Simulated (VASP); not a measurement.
Input of a VASP 6.6.1 run:

File INCAR:

```
PREC = Accurate
ENCUT = 520
EDIFF = 1E-6
ISMEAR = 0
SIGMA = 0.022
LREAL = F
LASPH = T
NELM = 80
ALGO = Normal
ISIF = 2
LWAVE = F
LCHARG = T
GGA = PE
LELF = T
LVHAR = T
NBANDS = 36
```

File KPOINTS:

```
regular mesh
0
Gamma
  8 8 4
```

File POSCAR:

```
Ge
1.0
    3.9975858431      0.0000000000      0.0000000000
   -1.9987929216      3.4620108940      0.0000000000
    0.0000000000      0.0000000000      6.5993779500
Ge
4
Direct
    0.3333333333      0.6666666667      0.9370987500
    0.6666666667      0.3333333333      0.4370987500
    0.3333333333      0.6666666667      0.5629012500
    0.6666666667      0.3333333333      0.0629012500
```

Potentials or basis: VASP PAW PBE potentials, release 64 (Ge_d).

Launch:

```bash
$ cat potpaw_PBE.64/Ge_d/POTCAR > POTCAR
$ mpirun -np 1 vasp_std > vasp.out
```

(1) Predict the largest force.

(2) Predict the pressure.

(3) What does it give for the band gap on the k mesh?

Answers

(1) 0.019 eV/Å.

(2) 2.9 GPa.

(3) 0.12 eV.
